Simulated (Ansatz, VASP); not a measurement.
# Na: VASP beside Ansatz

INCAR

```
  PREC = Accurate
  ENCUT = 520
  EDIFF = 1E-6
  ISMEAR = 0
  SIGMA = 0.1
  LREAL = False
  LASPH = True
  NELM = 100
  ALGO = Fast
  ISIF = 2
  LWAVE = False
  LCHARG = False
  GGA = PE
  NBANDS = 10
```

File KPOINTS:

```
regular mesh
0
Gamma
  16 16 16
```

POSCAR

```
Na
1.0
   -1.8572098088      1.8572098088      2.8312220070
    1.8572098088     -1.8572098088      2.8312220070
    1.8572098088      1.8572098088     -2.8312220070
Na
1
Direct
    0.0000000000      0.0000000000      0.0000000000
```

Input for Ansatz:

```yaml
crystal:
  lattice:
    - [-1.8572098088, 1.8572098088, 2.831222007]
    - [1.8572098088, -1.8572098088, 2.831222007]
    - [1.8572098088, 1.8572098088, -2.831222007]
  atoms:
    - { symbol: Na, position: [0.0, 0.0, 0.0] }
basis:
  ecutwfc: 420
kpoints:
  mp_grid: { grid: [16, 16, 16] }
hamiltonian:
  xc: pbe
scf:
  occupations: { method: gaussian, width: 0.1 }
output:
  forces: true
  stress: true
  eigenvalues: true
```

Alike in both runs: task single point; functional PBE; k mesh 16 × 16 × 16; occupations gaussian, width 0.1 eV; no spin polarisation.

|  | VASP | Ansatz |
| --- | --- | --- |
| version | VASP 6.6.1 | Ansatz 0.2.0 |
| potentials or method | VASP PAW PBE potentials, release 64 (Na_pv), cutoff 520 eV | scalar-relativistic, plane waves, PAW |
| valence electrons in the cell | 7 | 9 |

|  | VASP | Ansatz | Ansatz less VASP |
| --- | --- | --- | --- |
| gap on the k mesh at the Fermi level (eV) | none | none | - |
| pressure (GPa) | -0.5 | -0.4 | +0.08 |
| traceless stress, the component that is largest in VASP (GPa) | -0.19 | -0.19 | 0.000 |

A gap of «none» marks a metal or a gap that the smearing closes. The functional is the same, so the differences come from potentials, cutoffs and numerics. VASP's potentials hold 7 valence electrons a cell and Ansatz's 9, so a difference there can come from the potentials and not from the codes.
